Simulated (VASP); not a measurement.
# VCrC2 (R-3m) in VASP: settings compared

VCrC2 is run at these levels: PBE, r2SCAN, PBEsol; tasks: single point.

All numbers are computed with VASP 6.6.1; they aren't measurements. Logs are shortened: lines on timing, memory, paths and dates and some standing lists are left out, and cuts for length are marked.

### 1 The cell of the first run

It takes space group R-3m (No. 166, trigonal). The conventional cell has a = 2.921 Å, b = 2.921 Å, c = 14.218 Å, α = 90.00°, β = 90.00°, γ = 120.00°. Within 2.7 Å of Cr (site symmetry -3m) lie 6 C at 2.05 Å. V (site symmetry -3m) has 6 C at 2.07 Å within 2.7 Å. Within 2.7 Å of C (site symmetry 3m) lie 3 Cr at 2.05 Å and 3 V at 2.07 Å.

### 2 Single point, PBE, collinear spin, ferromagnetic start

Contents of INCAR:

```
SYSTEM = VCrC2
PREC = Accurate
ENCUT = 700
EDIFF = 1E-6
ISMEAR = -1
SIGMA = 0.05
LREAL = .False.
LASPH = .True.
NELM = 200
ALGO = Normal
ISIF = 2
LWAVE = .False.
LCHARG = .False.
ISPIN = 2
MAGMOM = 1.5 1 0 0
LORBIT = 11
NUPDOWN = 2.5
LMAXMIX = 4
GGA = PE
NBANDS = 30
GGA_COMPAT = .False.
```

Contents of KPOINTS:

```
regular mesh
0
Gamma
  9 9 9
  0 0 0
```

Contents of POSCAR:

```
VCrC2
1.0
    1.4606320425      0.8432963029      4.7393853233
   -1.4606320425      0.8432963029      4.7393853233
    0.0000000000     -1.6865926058      4.7393853233
Cr V C
1 1 2
Direct
    0.5000000000      0.5000000000      0.5000000000
    0.0000000000      0.0000000000      0.0000000000
    0.2487590000      0.2487590000      0.2487590000
    0.7512410000      0.7512410000      0.7512410000
```

Potentials or basis: VASP PAW PBE potentials, release 64 (Cr_sv, V_sv, C).

On the command line:

```console
> cat potpaw_PBE.64/Cr_sv/POTCAR potpaw_PBE.64/V_sv/POTCAR potpaw_PBE.64/C/POTCAR > POTCAR
> mpirun -np 1 vasp_std > vasp.out
```

OUTCAR:

```text
SYSTEM = VCrC2
   PREC = Accurate
   ENCUT = 700
   EDIFF = 1E-6
   ISMEAR = -1
   LREAL = .False.
   LASPH = .True.
   NELM = 200
   ISIF = 2
   ISPIN = 2
   LORBIT = 11
   NUPDOWN = 2.5
   GGA = PE

 ion  position               nearest neighbor table
   1  0.500  0.500  0.500-   3 2.05   4 2.05   3 2.05   3 2.05   4 2.05   4 2.05
   2  0.000  0.000  0.000-   4 2.07   3 2.07   4 2.07   4 2.07   3 2.07   3 2.07
   3  0.249  0.249  0.249-   1 2.05   1 2.05   1 2.05   2 2.07   2 2.07   2 2.07
   4  0.751  0.751  0.751-   1 2.05   1 2.05   1 2.05   2 2.07   2 2.07   2 2.07

  LATTYP: Found a trigonal (rhomboedric) cell.
 ALAT       =     5.0305434956
 COS(alpha) =     0.8313905832

  Lattice vectors:

 A1 = (   1.4606320425,   0.8432963029,   4.7393853233)
 A2 = (  -1.4606320425,   0.8432963029,   4.7393853233)
 A3 = (   0.0000000000,  -1.6865926058,   4.7393853233)

Analysis of symmetry for initial positions (statically):
=====================================================================
 Subroutine PRICEL returns:
 Original cell was already a primitive cell.

 Routine SETGRP: Setting up the symmetry group for a
 trigonal (rhombohedral) supercell.

 Subroutine GETGRP returns: Found 12 space group operations
 (whereof 12 operations were pure point group operations)
 out of a pool of 12 trial point group operations.

The static configuration has the point symmetry D_3d.

Analysis of symmetry for dynamics (positions and initial velocities):
=====================================================================
 Subroutine PRICEL returns:
 Original cell was already a primitive cell.

 Routine SETGRP: Setting up the symmetry group for a
 trigonal (rhombohedral) supercell.

 Subroutine GETGRP returns: Found 12 space group operations
 (whereof 12 operations were pure point group operations)
 out of a pool of 12 trial point group operations.

The dynamic configuration has the point symmetry D_3d.

Analysis of structural, dynamic, and magnetic symmetry:
=====================================================================
 Subroutine PRICEL returns:
 Original cell was already a primitive cell.

 Routine SETGRP: Setting up the symmetry group for a
 trigonal (rhombohedral) supercell.

 Subroutine GETGRP returns: Found 12 space group operations
 (whereof 12 operations were pure point group operations)
 out of a pool of 12 trial point group operations.

The overall configuration has the point symmetry D_3d.

 Subroutine INISYM returns: Found 12 space group operations
 (whereof 12 operations are pure point group operations),
 and found     1 'primitive' translations

----------------------------------------------------------------------------------------

                                     Primitive cell

  volume of cell :      35.0263

  direct lattice vectors                    reciprocal lattice vectors
     1.460632042  0.843296303  4.739385323     0.342317562  0.197637137  0.070332609
    -1.460632042  0.843296303  4.739385323    -0.342317562  0.197637137  0.070332609
     0.000000000 -1.686592606  4.739385323     0.000000000 -0.395274273  0.070332609

  length of vectors
     5.030543496  5.030543496  5.030543496     0.401482785  0.401482785  0.401482785

  position of ions in fractional coordinates (direct lattice)
     0.500000000  0.500000000  0.500000000
     0.000000000  0.000000000  0.000000000
     0.248759000  0.248759000  0.248759000
     0.751241000  0.751241000  0.751241000

  ion indices of the primitive-cell ions
   primitive index   ion index
                 1           1
                 2           2
                 3           3
                 4           4

----------------------------------------------------------------------------------------

 KPOINTS: regular mesh

Automatic generation of k-mesh.
 Grid dimensions read from file:
 generate k-points for:    9    9    9

 Generating k-lattice:

  Cartesian coordinates                     Fractional coordinates (reciprocal lattice)
     0.038035285  0.021959682  0.007814734     0.111111111  0.000000000  0.000000000
    -0.038035285  0.021959682  0.007814734     0.000000000  0.111111111  0.000000000
     0.000000000 -0.043919364  0.007814734     0.000000000  0.000000000  0.111111111

  Length of vectors
     0.044609198  0.044609198  0.044609198

  Shift w.r.t. Gamma in fractional coordinates (k-lattice)
     0.000000000  0.000000000  0.000000000

 Subroutine IBZKPT returns following result:
 ===========================================

 Found     85 irreducible k-points:

 Following reciprocal coordinates:
            Coordinates               Weight
  0.000000  0.000000  0.000000      1.000000
  0.111111 -0.000000 -0.000000      6.000000
  0.222222 -0.000000  0.000000      6.000000
  0.333333 -0.000000  0.000000      6.000000
  0.444444 -0.000000  0.000000      6.000000
  0.111111  0.111111 -0.000000      6.000000
[... 16 lines left out ...]
 -0.333333  0.333333  0.000000      6.000000
  0.444444  0.444444  0.000000      6.000000
 [... further k-points ...]
   k-points           NKPTS =     85   k-points in BZ     NKDIM =     85   number of bands    NBANDS=     30
   number of dos      NEDOS =    301   number of ions     NIONS =      4
   total plane-waves  NPLWV = 110592
   dimension x,y,z NGX =    48 NGY =   48 NGZ =   48
   dimension x,y,z NGXF=    96 NGYF=   96 NGZF=   96
   ions per type =               1   1   2
   NGX,Y,Z   is equivalent  to a cutoff of  15.86, 15.86, 15.86 a.u.
   NGXF,Y,Z  is equivalent  to a cutoff of  31.73, 31.73, 31.73 a.u.
 SYSTEM =  VCrC2
   PREC   = accura    normal or accurate (medium, high low for compatibility)
   ISTART =      0    job   : 0-new  1-cont  2-samecut
   ICHARG =      2    charge: 1-file 2-atom 10-const
   ISPIN  =      2    spin polarized calculation?
   LNONCOLLINEAR =      F non collinear calculations
   LSORBIT =      F    spin-orbit coupling
   LASPH  =      T    aspherical Exc in radial PAW
   ENCUT  =  700.0 eV  51.45 Ry    7.17 a.u.  10.85 10.85 10.85*2*pi/ulx,y,z
   NELM   =    200;   NELMIN=  2; NELMDL= -5     # of ELM steps
   EDIFF  = 0.1E-05   stopping-criterion for ELM
   LREAL  =      F    real-space projection
   EDIFFG = 0.1E-04   stopping-criterion for IOM
   NSW    =      0    number of steps for IOM
   IBRION =     -1    ionic relax: 0-MD 1-quasi-New 2-CG
   NFREE  =      0    steps in history (QN), initial steepest desc. (CG)
   ISIF   =      2    stress and relaxation
   ISYM   =      2    0-nonsym 1-usesym 2-fastsym
   POTIM  = 0.5000    time-step for ionic-motion
   TEBEG  =    0.0;   TEEND  =   0.0 temperature during run
   PSTRESS=    0.0 pullay stress
   NELECT =      35.0000    total number of electrons
   NUPDOWN=       2.5000    fix difference up-down
   EMIN   =  10.00;   EMAX   =-10.00  energy-range for DOS
   EFERMI =   0.00;   METHOD = LEGACY
   ISMEAR =    -1;   SIGMA  =   0.05  broadening in eV -4-tet -1-fermi 0-gaus
   EFERMI_NEDOS =   21; number of points for ismear=-14 and -15
   IALGO  =     38    algorithm
   IMIX   =      4    mixing-type and parameters
     AMIX     =   0.40;   BMIX     =  1.00
     AMIX_MAG =   1.60;   BMIX_MAG =  1.00
  volume/ion in A,a.u.               =       8.76        59.09
  Fermi-wavevector in a.u.,A,eV,Ry     =   1.636689  3.092893 36.446605  2.678750
  Thomas-Fermi vector in A             =   2.727953
   LORBIT       =     11    0 simple, 1 ext, 2 COOP (PROOUT), +10 PAW based schemes
   GGA     = PE    functional components
   LHFCALC =     F    Hartree Fock is set to
   AEXX    =    0.0000 exact exchange contribution
   IVDW    =     0    specifies the selected vdW correction
   LEPSILON=     F    determine dielectric tensor
   LRPA    =     F    only Hartree local field effects (RPA)
 spin polarized calculation
  energy-cutoff  :      700.00
  volume of cell :       35.03
 maximum number of plane-waves:      1487
 NGX is ok and might be reduce to    48
   NGX = 21   NGY = 21   NGZ = 21

 number of electron      34.9999999 magnetization       2.4999999

 Free energy of the ion-electron system (eV)
  ---------------------------------------------------
  ext. energy  EPLUGINS =         0.00000000
  ---------------------------------------------------
  free energy    TOTEN  =       -37.41259329 eV

  energy without entropy =      -37.39348813  energy(sigma->0) =      -37.40304071

 E-fermi :  11.5706     XC(G=0): -13.5579

 val. band max:       12.1976057504   @ k =   0.4444   0.3333   0.3333
 cond. band min:      11.5771493836   @ k =   0.1111  -0.0000  -0.0000
 fundamental gap:     -0.6204563668
 Fermi energy:        12.2124669213

 spin component 1

 k-point     1 :       0.0000    0.0000    0.0000
  band No.  band energies     occupation
      1     -60.8319      1.00000
      2     -53.1583      1.00000
      3     -32.2393      1.00000
      4     -32.0719      1.00000
      5     -32.0719      1.00000
      6     -27.0566      1.00000
[... 21 lines left out ...]
     28      23.5385      0.00000
     29      26.5409      0.00000

 k-point     2 :       0.1111   -0.0000   -0.0000
  band No.  band energies     occupation
      1     -60.8289      1.00000
      2     -53.1529      1.00000
      3     -32.2347      1.00000
      4     -32.0964      1.00000
      5     -32.0776      1.00000
      6     -27.0503      1.00000
[... 21 lines left out ...]
     28      23.9596      0.00000
     29      26.2190      0.00000

 k-point     3 :       0.2222   -0.0000    0.0000
  band No.  band energies     occupation
      1     -60.8215      1.00000
      2     -53.1393      1.00000
      3     -32.2232      1.00000
      4     -32.1580      1.00000
      5     -32.0921      1.00000
      6     -27.0343      1.00000
[... 638 lines left out ...]
      5     -32.1967      1.00000
      6     -27.0878      1.00000
[... 21 lines left out ...]
     28      24.2560      0.00000
     29      25.8344      0.00000

 k-point    24 :       0.4444    0.4444    0.0000
  band No.  band energies     occupation
      1     -60.8075      1.00000
      2     -53.1135      1.00000
      3     -32.2742      1.00000
      4     -32.2031      1.00000
      5     -32.1196      1.00000
      6     -27.1806      1.00000
[... 21 lines left out ...]
     28      23.2175      0.00000
     29      25.6576      0.00000

 [... further k-points ...]

 spin component 2

 k-point     1 :       0.0000    0.0000    0.0000
  band No.  band energies     occupation
      1     -58.8179      1.00000
      2     -52.5084      1.00000
      3     -30.3392      1.00000
      4     -30.0589      1.00000
      5     -30.0589      1.00000
      6     -26.4233      1.00000
[... 21 lines left out ...]
     28      23.7323      0.00000
     29      26.8534      0.00000

 k-point     2 :       0.1111   -0.0000   -0.0000
  band No.  band energies     occupation
      1     -58.8147      1.00000
      2     -52.5029      1.00000
      3     -30.3337      1.00000
      4     -30.0858      1.00000
      5     -30.0651      1.00000
      6     -26.4171      1.00000
[... 21 lines left out ...]
     28      24.1413      0.00000
     29      26.6499      0.00000

 k-point     3 :       0.2222   -0.0000    0.0000
  band No.  band energies     occupation
      1     -58.8068      1.00000
      2     -52.4891      1.00000
      3     -30.3198      1.00000
      4     -30.1538      1.00000
      5     -30.0808      1.00000
      6     -26.4012      1.00000
[... 638 lines left out ...]
      5     -30.2174      1.00000
      6     -26.4461      1.00000
[... 21 lines left out ...]
     28      24.5386      0.00000
     29      26.1468      0.00000

 k-point    24 :       0.4444    0.4444    0.0000
  band No.  band energies     occupation
      1     -58.7917      1.00000
      2     -52.4629      1.00000
      3     -30.2969      1.00000
      4     -30.2818      1.00000
      5     -30.1108      1.00000
      6     -26.5406      1.00000
[... 21 lines left out ...]
     28      23.7743      0.00000
     29      26.3596      0.00000

 [... further k-points ...]

 [bands above 29 left out]

------------------------ aborting loop because EDIFF is reached ----------------------------------------

  FORCE on cell =-STRESS in cart. coord.  units (eV):
  Direction    XX          YY          ZZ          XY          YZ          ZX
  --------------------------------------------------------------------------------------
  -------------------------------------------------------------------------------------
  Total        1.8106334      1.8106334      0.7261150      0.0000000      0.0000000     -0.0000000
  in kB       82.8222088     82.8222088     33.2140400      0.0000000      0.0000000     -0.0000000
  external PRESSURE =      66.2861526 kB  Pullay stress =       0.0000000 kB

 VOLUME and BASIS-vectors are now :
 -----------------------------------------------------------------------------
  energy-cutoff  :      700.00
  volume of cell :       35.03
      direct lattice vectors                 reciprocal lattice vectors
     1.460632042  0.843296303  4.739385323     0.342317562  0.197637137  0.070332609
    -1.460632042  0.843296303  4.739385323    -0.342317562  0.197637137  0.070332609
     0.000000000 -1.686592606  4.739385323     0.000000000 -0.395274273  0.070332609

 POSITION                                       TOTAL-FORCE (eV/Angst)
 -----------------------------------------------------------------------------------
      0.00000      0.00000      7.10908         0.000000     -0.000000      0.000000
      0.00000      0.00000      0.00000         0.000000     -0.000000     -0.000000
      0.00000      0.00000      3.53689         0.000000      0.000000      0.085861
      0.00000      0.00000     10.68126         0.000000     -0.000000     -0.085861
 -----------------------------------------------------------------------------------
    total drift:                                0.000000      0.000000     -0.000000

  FREE ENERGIE OF THE ION-ELECTRON SYSTEM (eV)
  ---------------------------------------------------
  free  energy   TOTEN  =       -37.4125932944 eV

  energy  without entropy=      -37.3934881316  energy(sigma->0) =      -37.40304071

 total charge

# of ion       s       p       d       tot
------------------------------------------
    1        2.142   6.040   3.625  11.807
    2        2.268   6.328   3.185  11.781
    3        0.893   1.535   0.000   2.428
    4        0.893   1.535   0.000   2.428
--------------------------------------------------
tot          6.197  15.438   6.810  28.444

 magnetization (x)

# of ion       s       p       d       tot
------------------------------------------
    1        0.006   0.008   1.755   1.769
    2        0.002   0.001   0.628   0.631
    3       -0.009  -0.047   0.000  -0.056
    4       -0.009  -0.047   0.000  -0.056
--------------------------------------------------
tot         -0.010  -0.086   2.384   2.288
```

Wall time 12 min (1 thread of Intel Xeon Platinum 8259CL at 2.50GHz (Skylake/Cascade Lake), shared host); peak memory 0.54 GiB.

What came out:

* Free energy: -37.4126 eV
* Pressure: 6.6 GPa
* Largest force: 0.086 eV/Å
* Net moment: 2.50 μB per cell
* Site moments: Cr +1.77; V +0.63; C -0.06 μB
* Valence electrons inside the program's atomic spheres: Cr 11.81; V 11.78; C 2.43

Forces on the atoms (eV/Å):
```
Cr   0.000  0.000  0.000
V    0.000  0.000  0.000
C    0.000  0.000  0.086
C    0.000  0.000 -0.086
```

Stress tensor (GPa, compression positive):
```
8.28 0.00 0.00
0.00 8.28 0.00
0.00 0.00 3.32
```

Caveat: the cell stands under pressure; the total moment is fixed, so each spin has its own Fermi level and the state may be an excited one.

### 3 Single point, r2SCAN, collinear spin, ferromagnetic start

This run uses another cell than the first one, of 9.11 Å³/atom.

Contents of POSCAR:

```
VCrC2
1.0
    1.4798530894      0.8543935795      4.8017528086
   -1.4798530894      0.8543935795      4.8017528086
    0.0000000000     -1.7087871590      4.8017528086
Cr V C
1 1 2
Direct
    0.5000000000      0.5000000000      0.5000000000
    0.0000000000      0.0000000000      0.0000000000
    0.2487590000      0.2487590000      0.2487590000
    0.7512410000      0.7512410000      0.7512410000
```

Contents of INCAR.step1:

```
SYSTEM = VCrC2
PREC = Accurate
ENCUT = 520
ISMEAR = -1
SIGMA = 0.05
LREAL = .False.
LASPH = .True.
NELM = 150
ISPIN = 2
MAGMOM = 3 2 0 0
LMAXMIX = 4
NBANDS = 28
GGA = PE
ALGO = Normal
EDIFF = 1E-4
LWAVE = .True.
LCHARG = .False.
```

Contents of INCAR.step2:

```
SYSTEM = VCrC2
PREC = Accurate
ENCUT = 520
EDIFF = 1E-6
ISMEAR = -1
SIGMA = 0.05
LREAL = .False.
LASPH = .True.
NELM = 150
ALGO = Normal
ISIF = 2
LWAVE = .False.
LCHARG = .False.
ISPIN = 2
MAGMOM = 3 2 0 0
LORBIT = 11
LMAXMIX = 4
METAGGA = R2SCAN
LMIXTAU = .True.
NBANDS = 28
ISTART = 1
```

Contents of KPOINTS:

```
regular mesh
0
Gamma
  11 11 11
  0 0 0
```

Potentials or basis: VASP PAW PBE potentials, release 64 (Cr_pv, V_sv, C).

On the command line:

```console
> cat potpaw_PBE.64/Cr_pv/POTCAR potpaw_PBE.64/V_sv/POTCAR potpaw_PBE.64/C/POTCAR > POTCAR
> cp INCAR.step1 INCAR
> mpirun -np 1 vasp_std > vasp.out
> cp INCAR.step2 INCAR
> mpirun -np 1 vasp_std > vasp.out
```

It took 51 min on 1 thread of Intel Xeon 6975P-C (Granite Rapids), shared host; peak memory 0.52 GiB.

It converged, with:

```yaml
Free_energy: -49.4670 eV
Pressure: -16.2 GPa
Largest_force: 0.071 eV/Å
Net_moment: 0.00 μB per cell
Valence_electrons_inside_the_program's_atomic_spheres: Cr 11.12; V 11.64; C 2.41
```

Forces in eV/Å, atoms in the order of the input:
```
Cr   0.000  0.000  0.000
V    0.000  0.000  0.000
C    0.000  0.000  0.071
C    0.000  0.000 -0.071
```

Stress tensor (GPa, compression positive):
```
-16.27   0.00   0.00
  0.00 -16.27   0.00
  0.00   0.00 -16.18
```

Levels at points of the mesh, in eV from the Fermi level:
Spin up:
| k point | band 13 | band 14 | band 15 | band 16 | band 17 | band 18 | band 19 | band 20 | band 21 | band 22 |
| --- | --- | --- | --- | --- | --- | --- | --- | --- | --- | --- |
| (0.00, 0.00, 0.00) | -1.40 | -1.40 | -1.33 | -0.58 | -0.58 | 0.70 | 0.70 | 0.86 | 0.86 | 0.94 |
Spin down:
```
           k point  band 13  band 14  band 15  band 16  band 17  band 18  band 19  band 20  band 21  band 22
(0.00, 0.00, 0.00)    -1.40    -1.40    -1.33    -0.58    -0.58     0.70     0.70     0.86     0.86     0.94
```

Caveat: the cell stands under tension; the moments typed at the start vanished in this run; the PAW data sets were made with another functional, which shifts forces and pressure a little.

[end of part 1 of 2]
